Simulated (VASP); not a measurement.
Wanted: the native input for a VASP 6.6.1 run.

```
Task                   : relaxation of cell and atoms
Functional             : PBE
Potentials or basis    : VASP PAW PBE potentials, release 64 (Si, Mo_sv)
Cutoff                 : 600 eV
k mesh                 : 18 × 18 × 18
Occupations            : gaussian, width 0.1 eV
Spin                   : no spin polarisation
Dipole correction      : no
Further INCAR settings : ALGO = Normal; EDIFF = 1e-06; IBRION = 2; EDIFFG = -0.005; NSW = 100; ISIF = 3
```

The structure of Si2Mo lies in POSCAR:

```
Si2Mo
1.0
   -1.6000000000      1.6000000000      3.9305000000
    1.6000000000     -1.6000000000      3.9305000000
    1.6000000000      1.6000000000     -3.9305000000
Si Mo
2 1
Direct
    0.3330000000      0.3330000000      0.0000000000
    0.6670000000      0.6670000000      0.0000000000
    0.0000000000      0.0000000000      0.0000000000
```

One way to write it, as run:

INCAR

```
SYSTEM = Si2Mo
PREC = Accurate ; ENCUT = 600
EDIFF = 1E-6 ; ISMEAR = 0
SIGMA = 0.1 ; LREAL = .FALSE.
LASPH = .TRUE. ; NELM = 100
ALGO = Normal ; ISIF = 3
LWAVE = .FALSE. ; LCHARG = .FALSE.
GGA = PE ; IBRION = 2
NSW = 100 ; EDIFFG = -0.005
```

KPOINTS

```
Automatic mesh
0
G
  18 18 18
  0 0 0
```

Potentials or basis: VASP PAW PBE potentials, release 64 (Si, Mo_sv).

Command:

```bash
$ cat potpaw_PBE.64/Si/POTCAR potpaw_PBE.64/Mo_sv/POTCAR > POTCAR
$ mpirun -np 1 vasp_std > vasp.out
```

Results of the run:

The relaxed volume is 13.59 Å³/atom, the relaxed cell is a = 4.547 Å, b = 4.547 Å, c = 4.547 Å, α = 138.56°, β = 138.56°, γ = 60.05° and the space group after relaxing (to 0.05 Å) is I4/mmm (No. 139). The energy gained by relaxing is 2.9 meV/atom. The ionic steps are 7 and the pressure after relaxing is 0.0 GPa. The band gap on the k mesh is zero (band 11 reaches 12.52 eV, above the bottom of band 12 at 11.58 eV).

Run time: 33 min on 1 thread of Intel(R) Xeon(R) Platinum 8175M CPU @ 2.50GHz (Skylake/Cascade Lake), on a shared host, peak memory 0.5 GiB.
